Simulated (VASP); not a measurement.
Wanted: the native input for a VASP 6.6.1 run.

| Property | Result |
| --- | --- |
| Task | single point |
| Functional | LDA |
| Potentials or basis | VASP PAW LDA potentials, release 64 (Cs_sv, Sn_d, I) |
| Cutoff | 520 eV |
| k mesh | 4 × 4 × 4 |
| Occupations | gaussian, width 0.01 eV |
| Spin | no spin polarisation |
| Dipole correction | no |
| Further INCAR settings | ALGO = Normal; EDIFF = 1e-07; NBANDS = 30 |

The structure of CsSnI3 lies in POSCAR:

```
CsSnI3
1.0
    6.2414907695      0.0000000000      0.0000000000
    0.0000000000      6.2414907695      0.0000000000
    0.0000000000      0.0000000000      6.2414907695
Cs Sn I
1 1 3
Direct
    0.0000000000      0.0000000000      0.0000000000
    0.5000000000      0.5000000000      0.5000000000
    0.5000000000      0.5000000000      0.0000000000
    0.5000000000      0.0000000000      0.5000000000
    0.0000000000      0.5000000000      0.5000000000
```

These files were run (other wordings do the same):

INCAR

```
PREC = Accurate
ENCUT = 520
EDIFF = 1E-7
ISMEAR = 0
SIGMA = 0.01
LREAL = False
LASPH = True
NELM = 100
ALGO = Normal
ISIF = 2
LWAVE = False
LCHARG = False
NBANDS = 30
```

KPOINTS

```
Automatic mesh
0
Gamma
  4 4 4
```

Potentials or basis: VASP PAW LDA potentials, release 64 (Cs_sv, Sn_d, I).

Command:

```bash
$ cat potpaw_LDA.64/Cs_sv/POTCAR potpaw_LDA.64/Sn_d/POTCAR potpaw_LDA.64/I/POTCAR > POTCAR
$ mpirun -np 1 vasp_std > vasp.out
```

It gave:

The pressure is -1.5 GPa and the band gap on the k mesh is 0.33 eV.

Caveat: spin-orbit coupling is left out, which moves the levels of the heavy elements.

Wall time 71 s on 1 thread of AMD EPYC 7R13, on a shared host, peak memory 0.27 GiB.
